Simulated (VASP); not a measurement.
A run of VASP 6.6.1 is set up as follows.

INCAR

```
PREC = Accurate ; ENCUT = 500
EDIFF = 1E-7 ; ISMEAR = 0
SIGMA = 0.3 ; LREAL = F
LASPH = T ; NELM = 120
ALGO = Normal ; ISIF = 3
LWAVE = F ; LCHARG = F
GGA = PE ; IBRION = 2
NSW = 100 ; EDIFFG = -0.002
GGA_COMPAT = F ; NELMIN = 4
```

KPOINTS

```
regular mesh
0
Gamma
  8 8 8
```

File POSCAR:

```
Nb3Sn
1.0
    5.2821000000      0.0000000000      0.0000000000
    0.0000000000      5.2821000000      0.0000000000
    0.0000000000      0.0000000000      5.2821000000
Nb Sn
6 2
Direct
    0.2500000000      0.0000000000      0.5000000000
    0.5000000000      0.7500000000      0.0000000000
    0.7500000000      0.0000000000      0.5000000000
    0.5000000000      0.2500000000      0.0000000000
    0.0000000000      0.5000000000      0.7500000000
    0.0000000000      0.5000000000      0.2500000000
    0.0000000000      0.0000000000      0.0000000000
    0.5000000000      0.5000000000      0.5000000000
```

Potentials or basis: VASP PAW PBE potentials, release 64 (Nb_sv, Sn_d).

Command:

```bash
$ cat potpaw_PBE.64/Nb_sv/POTCAR potpaw_PBE.64/Sn_d/POTCAR > POTCAR
$ mpirun -np 1 vasp_std > vasp.out
```

Question: Predict the band gap on the k mesh.

Answer: Zero (bands 53 and 54 overlap by 0.56 eV).

Question: What does it give for the relaxed volume?

Answer: 18.80 Å³/atom.

Question: Predict the relaxed cell.

Answer: a = 5.318 Å, b = 5.318 Å, c = 5.318 Å, α = 90.00°, β = 90.00°, γ = 90.00°.

Step by step:
```csv
step,energy change (eV),largest force (eV/Å),pressure (GPa),volume (Å³)
1,0.0000,0.0000,3.43,147.37
2,0.0676,0.0000,-5.51,155.96
3,-0.0316,0.0000,-0.04,150.41
4,-0.0316,0.0000,0.03,150.35
5,-0.0316,0.0000,0.03,150.35
6,-0.0316,0.0000,0.03,150.35
7,-0.0316,0.0000,0.03,150.35
8,-0.0316,0.0000,0.03,150.35
9,-0.0316,0.0000,0.03,150.35
10,-0.0316,0.0000,0.03,150.35
11,-0.0316,0.0000,0.03,150.35
12,-0.0316,0.0000,0.03,150.35
13,-0.0316,0.0000,0.03,150.35
14,-0.0316,0.0000,0.03,150.35
15,-0.0316,0.0000,0.02,150.36
16,-0.0316,0.0000,0.01,150.36
```

Caveat: so wide a smearing shifts energies and pressures; spin-orbit coupling is left out, which moves the levels of the heavy elements. Zero-point motion and thermal expansion aren't in these numbers.
